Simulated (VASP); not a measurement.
## BiTe: single point with PBEsol

Crystal: BiTe.

```xyz
2
Lattice="2.4669 1.4242 3.0223 -2.4669 1.4242 3.0223 0.0000 -2.8485 3.0223" Properties=species:S:1:pos:R:3 pbc="T T T"
Bi    0.0000    0.0000    4.5335
Te    0.0000    0.0000    0.0000
```

This cell differs from its parent crystal: ratio of the length along z to the lengths across it x 0.92, volume and fractional coordinates fixed.

```yaml
Program: VASP 6.6.1
Task: single point
Functional: PBEsol
Potentials_or_basis: VASP PAW PBE potentials, release 64 (Bi_d, Te)
Cutoff: 520 eV
k_mesh: 18 × 18 × 18
Occupations: gaussian, width 0.15 eV
Spin: no spin polarisation
Dipole_correction: no
Further_INCAR_settings: ALGO = Normal; EDIFF = 1e-07; NBANDS = 18
```

```json
{
 "Pressure": "-1.1 GPa",
 "Band gap on the k mesh": "zero (an odd number of electrons rules out a gap without spin polarisation)"
}
```

Stress tensor (GPa, compression positive):
```
-1.81  0.00  0.00
 0.00 -1.81  0.00
 0.00  0.00  0.29
```

Levels at points of the mesh, in eV from the Fermi level:
| k point | band 6 | band 7 | band 8 | band 9 | band 10 | band 11 | band 12 | band 13 | band 14 | band 15 |
| --- | --- | --- | --- | --- | --- | --- | --- | --- | --- | --- |
| (0.00, 0.00, 0.00) | -13.68 | -8.19 | -3.04 | -3.04 | -1.21 | 2.10 | 3.13 | 3.13 | 3.74 | 3.74 |
| (0.50, 0.00, 0.00) | -11.65 | -11.48 | -1.80 | -1.66 | -1.03 | -0.48 | -0.43 | 1.02 | 6.28 | 6.53 |
| (0.50, 0.50, 0.00) | -11.65 | -9.91 | -5.76 | -4.87 | -2.73 | 2.65 | 2.84 | 3.68 | 4.53 | 7.85 |
| (0.50, 0.50, 0.50) | -11.02 | -10.73 | -2.60 | -2.60 | -2.57 | -1.98 | -1.63 | -1.63 | 8.89 | 9.50 |

It took 2.8 min on 1 thread of Intel(R) Xeon(R) 6975P-C (Granite Rapids), with other jobs on the host, peak memory 0.71 GiB.

Caveat: the PAW data sets were made with another functional, which shifts forces and pressure a little; spin-orbit coupling is left out, which moves the levels of the heavy elements.
